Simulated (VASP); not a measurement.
Runs of VASP 6.6.1 on WS2. The structure is that of space group P6_3/mmc (No. 194), or close to it. The cells are those of the table. 

```tsv
cell	gap on the mesh (eV)	pressure (GPa)	largest force (eV/Å)
a = 3.017, b = 3.017, c = 12.545 Å, angles 90.0, 90.0, 120.0°, 6 atoms	0.92	(b)	1.14
a = 3.203, b = 3.203, c = 11.136 Å, angles 90.0, 90.0, 120.0°, 6 atoms	0.20	(c)	0.99
a = 2.854, b = 2.854, c = 14.022 Å, angles 90.0, 90.0, 120.0°, 6 atoms	none	0.0	2.93
a = 3.355, b = 3.355, c = 10.145 Å, angles 90.0, 90.0, 120.0°, 6 atoms	none	5.0	2.14
a = 2.931, b = 2.931, c = 13.294 Å, angles 90.0, 90.0, 120.0°, 6 atoms	0.62	(a)	2.19
```

Alike in all rows: task single point; level PBEsol+D3(BJ); potentials or basis VASP PAW PBE potentials, release 64 (W_sv, S); no spin polarisation; k mesh 12 × 12 × 4; cutoff (eV) 520; smearing gaussian 0.05 eV.

Problem. Fill in the values left out.

Solution. (a) -1.0; (b) -0.9; (c) 1.8.

Caveats: the PAW data sets were made with another functional, which shifts forces and pressure a little; spin-orbit coupling is left out, which moves the levels of the heavy elements; the cell stands under pressure (at least some runs).

A k mesh can miss the band edges, and the runs leave out spin-orbit coupling on W.

A gap of «none» marks levels without a gap at the run's occupations.
